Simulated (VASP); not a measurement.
# MgF2 (P4_2/mnm) in VASP: dielectric tensor with PBE

Aim: the dielectric tensor of MgF2 with PBE.

All numbers are computed with VASP 6.6.1; they aren't measurements. Logs are shortened: lines on timing, memory, paths and dates and some standing lists are left out, and cuts for length are marked.

## Step 1: The cell of the first run

Symmetry: P4_2/mnm, No. 136, tetragonal system. Conventional cell: a = 4.622 Å, b = 4.622 Å, c = 3.046 Å, α = 90.00°, β = 90.00°, γ = 90.00°. Mg (site symmetry mmm) has 6 F at 1.98 to 1.99 Å within 2.6 Å. F (site symmetry m2m) has 3 Mg at 1.98 to 1.99 Å and 1 F at 2.58 Å within 2.6 Å.

## Step 2: Dielectric tensor, PBE

File INCAR:

```
SYSTEM = MgF2
ALGO = Normal
EDIFF = 1E-8
ENCUT = 520
GGA = PE
GGA_COMPAT = .FALSE.
ISIF = 2
ISMEAR = 0
LASPH = .TRUE.
LCHARG = .FALSE.
LEPSILON = .TRUE.
LREAL = .FALSE.
LWAVE = .FALSE.
NELM = 120
PREC = Accurate
SIGMA = 0.01
```

File KPOINTS:

```
k-points
0
G
  4 4 8
  0 0 0
```

File POSCAR:

```
MgF2
1.0
    4.6220162608      0.0000000000      0.0000000000
    0.0000000000      4.6220162608      0.0000000000
    0.0000000000      0.0000000000      3.0461115451
Mg F
2 4
Direct
    0.0000000000      0.0000000000      0.0000000000
    0.5000000000      0.5000000000      0.5000000000
    0.3029506050      0.3029506050      0.0000000000
    0.1970493950      0.8029506050      0.5000000000
    0.6970493950      0.6970493950      0.0000000000
    0.8029506050      0.1970493950      0.5000000000
```

Potentials or basis: VASP PAW PBE potentials, release 64 (Mg, F).

Command:

```console
$ cat potpaw_PBE.64/Mg/POTCAR potpaw_PBE.64/F/POTCAR > POTCAR
$ mpirun -np 1 vasp_std > vasp.out
```

OUTCAR:

```text
SYSTEM = MgF2
   EDIFF = 1E-8
   ENCUT = 520
   GGA = PE
   ISIF = 2
   ISMEAR = 0
   LASPH = .TRUE.
   LEPSILON = .TRUE.
   LREAL = .FALSE.
   NELM = 120
   PREC = Accurate

 ion  position               nearest neighbor table
   1  0.000  0.000  0.000-   3 1.98   5 1.98   4 1.99   6 1.99   4 1.99   6 1.99   2 3.61   2 3.61
                             2 3.61   2 3.61   2 3.61   2 3.61   2 3.61   2 3.61
   2  0.500  0.500  0.500-   4 1.98   6 1.98   5 1.99   3 1.99   3 1.99   5 1.99   1 3.61   1 3.61
                             1 3.61   1 3.61   1 3.61   1 3.61   1 3.61   1 3.61
   3  0.303  0.303  0.000-   1 1.98   2 1.99   2 1.99
   4  0.197  0.803  0.500-   2 1.98   1 1.99   1 1.99
   5  0.697  0.697  0.000-   1 1.98   2 1.99   2 1.99
   6  0.803  0.197  0.500-   2 1.98   1 1.99   1 1.99

  LATTYP: Found a simple tetragonal cell.
 ALAT       =     4.6220162608
 C/A-ratio  =     0.6590438833

  Lattice vectors:

 A1 = (   4.6220162608,   0.0000000000,   0.0000000000)
 A2 = (   0.0000000000,   4.6220162608,   0.0000000000)
 A3 = (   0.0000000000,   0.0000000000,   3.0461115451)

Analysis of symmetry for initial positions (statically):
=====================================================================
 Subroutine PRICEL returns:
 Original cell was already a primitive cell.

 Routine SETGRP: Setting up the symmetry group for a
 simple tetragonal supercell.

 Subroutine GETGRP returns: Found 16 space group operations
 (whereof  8 operations were pure point group operations)
 out of a pool of 16 trial point group operations.

The static configuration has the point symmetry D_2h.
 The point group associated with its full space group is D_4h.

Analysis of symmetry for dynamics (positions and initial velocities):
=====================================================================
 Subroutine PRICEL returns:
 Original cell was already a primitive cell.

 Routine SETGRP: Setting up the symmetry group for a
 simple tetragonal supercell.

 Subroutine GETGRP returns: Found 16 space group operations
 (whereof  8 operations were pure point group operations)
 out of a pool of 16 trial point group operations.

The dynamic configuration has the point symmetry D_2h.
 The point group associated with its full space group is D_4h.

 Subroutine INISYM returns: Found 16 space group operations
 (whereof  8 operations are pure point group operations),
 and found     1 'primitive' translations

----------------------------------------------------------------------------------------

                                     Primitive cell

  volume of cell :      65.0742

  direct lattice vectors                    reciprocal lattice vectors
     4.622016261  0.000000000  0.000000000     0.216355794  0.000000000  0.000000000
     0.000000000  4.622016261  0.000000000     0.000000000  0.216355794  0.000000000
     0.000000000  0.000000000  3.046111545     0.000000000  0.000000000  0.328287387

  length of vectors
     4.622016261  4.622016261  3.046111545     0.216355794  0.216355794  0.328287387

  position of ions in fractional coordinates (direct lattice)
     0.000000000  0.000000000  0.000000000
     0.500000000  0.500000000  0.500000000
     0.302950605  0.302950605  0.000000000
     0.197049395  0.802950605  0.500000000
     0.697049395  0.697049395  0.000000000
     0.802950605  0.197049395  0.500000000

  ion indices of the primitive-cell ions
   primitive index   ion index
                 1           1
                 2           2
                 3           3
                 4           4
                 5           5
                 6           6

----------------------------------------------------------------------------------------

 KPOINTS: k-points

[... 105 lines left out ...]

--------------------------------------- Ionic step        1  -------------------------------------------

 number of electron      32.0000031 magnetization

 E-fermi :  -1.0411     XC(G=0):  -9.7449

 val. band max:       -1.1902794516   @ k =   0.0000   0.0000   0.0000
 cond. band min:       5.9285072520   @ k =   0.0000   0.0000   0.0000
 fundamental gap:      7.1187867036
 Fermi energy:        -1.0410601139

 k-point     1 :       0.0000    0.0000    0.0000
  band No.  band energies     occupation
      1     -21.9500      2.00000
      2     -21.1426      2.00000
      3     -21.1426      2.00000
      4     -21.0491      2.00000
      5      -5.2787      2.00000
      6      -3.7012      2.00000
[... 541 lines left out ...]
     19      11.7592      0.00000
     20      11.7592      0.00000

 [... further k-points ...]

  FORCE on cell =-STRESS in cart. coord.  units (eV):
  Direction    XX          YY          ZZ          XY          YZ          ZX
  --------------------------------------------------------------------------------------
  -------------------------------------------------------------------------------------
  Total        1.5901119      1.5901119      1.7706950      0.0000000      0.0000000      0.0000000
  in kB       39.1497996     39.1497996     43.5958956      0.0000000      0.0000000      0.0000000
  external PRESSURE =      40.6318316 kB  Pullay stress =       0.0000000 kB

 VOLUME and BASIS-vectors are now :
 -----------------------------------------------------------------------------
  energy-cutoff  :      520.00
  volume of cell :       65.07
      direct lattice vectors                 reciprocal lattice vectors
     4.622016261  0.000000000  0.000000000     0.216355794  0.000000000  0.000000000
     0.000000000  4.622016261  0.000000000     0.000000000  0.216355794  0.000000000
     0.000000000  0.000000000  3.046111545     0.000000000  0.000000000  0.328287387

 POSITION                                       TOTAL-FORCE (eV/Angst)
 -----------------------------------------------------------------------------------
      0.00000      0.00000      0.00000        -0.000000     -0.000000      0.000000
      2.31101      2.31101      1.52306        -0.000000     -0.000000      0.000000
      1.40024      1.40024      0.00000        -0.018436     -0.018436     -0.000000
      0.91077      3.71125      1.52306         0.018436     -0.018436     -0.000000
      3.22177      3.22177      0.00000         0.018436      0.018436      0.000000
      3.71125      0.91077      1.52306        -0.018436      0.018436      0.000000
 -----------------------------------------------------------------------------------
    total drift:                                0.000000     -0.000000      0.000000

  FREE ENERGIE OF THE ION-ELECTRON SYSTEM (eV)
  ---------------------------------------------------
  free  energy   TOTEN  =       -31.5053052531 eV

  energy  without entropy=      -31.5053052531  energy(sigma->0) =      -31.50530525

 HEAD OF MICROSCOPIC STATIC DIELECTRIC TENSOR (INDEPENDENT PARTICLE, excluding Hartree and local field effects)
 ------------------------------------------------------
           1.992269    -0.000000     0.000000
          -0.000000     1.992269     0.000000
           0.000000     0.000000     2.034309
 ------------------------------------------------------

 Free energy of the ion-electron system (eV)
  ---------------------------------------------------
  ---------------------------------------------------
  free energy    TOTEN  =        -0.19070593 eV

  energy without entropy =       -0.19070593

------------------------ aborting loop because EDIFF is reached ----------------------------------------

--------------------------------------- Ionic step        2  -------------------------------------------

------------------------ aborting loop because EDIFF is reached ----------------------------------------

--------------------------------------- Ionic step        3  -------------------------------------------

 Free energy of the ion-electron system (eV)
  ---------------------------------------------------
  ---------------------------------------------------
  free energy    TOTEN  =        -0.19799831 eV

  energy without entropy =       -0.19799831

------------------------ aborting loop because EDIFF is reached ----------------------------------------

 PIEZOELECTRIC TENSOR FIELD DIRECTION 3  (e Angst)
 -----------------------------------------------------------------------------
     0.00016  0.00000  0.00000           ( -0.00000  0.00000  0.00000)
    -0.00000  0.00016  0.00000           (  0.00000 -0.00000  0.00000)
     0.00000  0.00000 -0.00170           (  0.00000  0.00000 -0.00007)

 PIEZOELECTRIC TENSOR FIELD DIRECTION 3  (C/m^2)
 -----------------------------------------------------------------------------
     0.00004  0.00000  0.00000
    -0.00000  0.00004  0.00000
     0.00000  0.00000 -0.00042

 MACROSCOPIC STATIC DIELECTRIC TENSOR (including local field effects in DFT)
 ------------------------------------------------------
           1.965538    -0.000000     0.000000
          -0.000000     1.965538     0.000000
           0.000000     0.000000     1.998248
 ------------------------------------------------------

 PIEZOELECTRIC TENSOR (including local field effects)  for field in x, y, z        (e  Angst)
          XX          YY          ZZ          XY          YZ          ZX
  --------------------------------------------------------------------------------
  x     0.00000     0.00000     0.00000     0.00000     0.00000     0.00000
  y     0.00000     0.00000     0.00000     0.00000     0.00000     0.00000
  z     0.00000     0.00000     0.00000     0.00000     0.00000     0.00000

 PIEZOELECTRIC TENSOR (including local field effects)  for field in x, y, z        (C/m^2)
          XX          YY          ZZ          XY          YZ          ZX
  --------------------------------------------------------------------------------
  x     0.00000     0.00000     0.00000     0.00000     0.00000     0.00000
  y     0.00000     0.00000     0.00000     0.00000     0.00000     0.00000
  z     0.00000     0.00000     0.00000     0.00000     0.00000     0.00000

 BORN EFFECTIVE CHARGES (including local field effects) (in |e|, cummulative output)
 ---------------------------------------------------------------------------------
 ion    1
    1     1.96866     0.03888     0.00000
    2     0.03888     1.96866     0.00000
    3     0.00000     0.00000     2.05500
 ion    2
    1     1.96866    -0.03888     0.00000
    2    -0.03888     1.96866     0.00000
    3     0.00000     0.00000     2.05500
 ion    3
    1    -0.98433    -0.19535     0.00000
    2    -0.19535    -0.98433     0.00000
    3     0.00000     0.00000    -1.02750
 ion    4
    1    -0.98433     0.19535     0.00000
    2     0.19535    -0.98433     0.00000
    3     0.00000     0.00000    -1.02750
 ion    5
    1    -0.98433    -0.19535     0.00000
    2    -0.19535    -0.98433     0.00000
    3     0.00000     0.00000    -1.02750
 ion    6
    1    -0.98433     0.19535     0.00000
    2     0.19535    -0.98433     0.00000
    3     0.00000     0.00000    -1.02750
```

Run time: 5.8 min. Hardware: 1 thread of Oxide Virtual Turin-like, shared host; peak memory 0.28 GiB.

Results:

```yaml
Band_gap_on_the_k_mesh: 7.12 eV
Electronic_dielectric_tensor_diagonal: 1.97, 1.97, 2.00
Born_charges_mean_of_the_diagonal: Mg +2.00; F -1.00 e
```

Electronic dielectric tensor:
```
1.97 0.00 0.00
0.00 1.97 0.00
0.00 0.00 2.00
```

Born effective charge tensors (e):
atom 1, Mg
```
1.97 0.04 0.00
0.04 1.97 0.00
0.00 0.00 2.06
```
atom 2, Mg
```
 1.97 -0.04  0.00
-0.04  1.97  0.00
 0.00  0.00  2.06
```
atom 3, F
```
-0.98 -0.20  0.00
-0.20 -0.98  0.00
 0.00  0.00 -1.03
```
atom 4, F
```
-0.98  0.20  0.00
 0.20 -0.98  0.00
 0.00  0.00 -1.03
```
atom 5, F
```
-0.98 -0.20  0.00
-0.20 -0.98  0.00
 0.00  0.00 -1.03
```
atom 6, F
```
-0.98  0.20  0.00
 0.20 -0.98  0.00
 0.00  0.00 -1.03
```

A k mesh can miss the band edges. Expect the measured gap to be larger: semilocal functionals such as PBE lack the derivative discontinuity.
